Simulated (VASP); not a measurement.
Crystal: BN.

```
CELL_PARAMETERS angstrom
2.48834 0.00000 0.00000
-1.24417 2.15497 0.00000
0.00000 0.00000 6.49548
ATOMIC_POSITIONS crystal
B 0.33359 0.66641 0.25000
B 0.66641 0.33359 0.75000
N 0.33422 0.66578 0.75000
N 0.66578 0.33422 0.25000
```

Base run:

| Property | Result |
| --- | --- |
| Program | VASP 6.6.1 |
| Functional | PBE |
| Potentials or basis | VASP PAW PBE potentials, release 64 (B, N) |
| Cutoff | 600 eV |
| k mesh | 13 × 13 × 5 |
| Occupations | fermi-dirac, width 0.01 eV |
| Spin | no spin polarisation |

Its results: band gap on the k mesh 4.27 eV (least direct gap 4.65 eV); pressure 8.4 GPa; largest force 0.217 eV/Å.

Question: The run is repeated on the same cell with these changes: functional from PBE to LDA; potentials or basis from VASP PAW PBE potentials, release 64 (B, N) to VASP PAW LDA potentials, release 64 (B, N). What comes out?

Answer: Band gap on the k mesh 4.07 eV (least direct gap 4.46 eV); pressure 0.5 GPa; largest force 0.214 eV/Å.

Caveats: an odd mesh through Γ misses points on the zone boundary, where band edges can lie; the cell stands under pressure (at least some runs); this functional lacks dispersion, which binds the layers, so the pressure and a relaxed spacing across them are unreliable (at least some runs).
